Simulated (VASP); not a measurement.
# Ti: relaxation of cell and atoms with PBEsol

Ti:

```
CELL_PARAMETERS angstrom
0.00000 2.62822 2.62822
2.62822 0.00000 2.62822
2.62822 2.62822 0.00000
ATOMIC_POSITIONS crystal
Ti 0.87500 0.87500 0.87500
Ti 0.12500 0.12500 0.12500
```

* Program: VASP 6.6.1
* Task: relaxation of cell and atoms
* Functional: PBEsol
* Potentials or basis: VASP PAW PBE potentials, release 64 (Ti_sv)
* Cutoff: 600 eV
* k mesh: 13 × 13 × 13
* Occupations: fermi-dirac, width 0.05 eV
* Spin: no spin polarisation
* Target pressure: 13 GPa
* Dipole correction: no
* Further INCAR settings: ALGO = Normal; EDIFF = 1e-07; IBRION = 2; EDIFFG = -0.005; NSW = 60; ISIF = 3

- Relaxed volume: 16.40 Å³/atom
- Relaxed cell: a = 3.593 Å, b = 3.593 Å, c = 3.593 Å, α = 60.00°, β = 60.00°, γ = 60.00°
- Space group after relaxing (to 0.05 Å): Fd-3m (No. 227)
- Energy change on relaxing (the enthalpy is what falls): +105.3 meV/atom
- Ionic steps: 5
- Pressure after relaxing: 13.0 GPa
- Band gap on the k mesh: zero (band 12 reaches 9.06 eV, above the bottom of band 13 at 8.22 eV)

Step by step:
| step | energy change (eV) | largest force (eV/Å) | pressure (GPa) | volume (Å³) |
| --- | --- | --- | --- | --- |
| 1 | 0.0000 | 0.0000 | 6.49 | 36.31 |
| 2 | 0.2291 | 0.0000 | 13.58 | 32.57 |
| 3 | 0.2084 | 0.0000 | 12.95 | 32.82 |
| 4 | 0.2139 | 0.0000 | 13.09 | 32.75 |
| 5 | 0.2105 | 0.0000 | 13.01 | 32.79 |

Final structure:
```yaml
crystal:
  lattice:
    - [0.00000, 2.54046, 2.54046]
    - [2.54046, 0.00000, 2.54046]
    - [2.54046, 2.54046, 0.00000]
  atoms:
    - { symbol: Ti, position: [0.87500, 0.87500, 0.87500] }
    - { symbol: Ti, position: [0.12500, 0.12500, 0.12500] }
```

Levels at points of the mesh, in eV from the Fermi level:
```
           k point  band 9  band 10  band 11  band 12  band 13  band 14  band 15  band 16
(0.00, 0.00, 0.00)   -5.50    -1.37    -1.37    -0.21    -0.21    -0.21     2.31     2.31
```

Run time: 2.1 min on 1 thread of Intel(R) Xeon(R) 6975P-C (Granite Rapids), with other jobs on the host, peak memory 0.2 GiB.

Caveat: the cell is relaxed towards a set pressure, so the enthalpy falls and the energy may rise; the PAW data sets were made with another functional, which shifts forces and pressure a little.
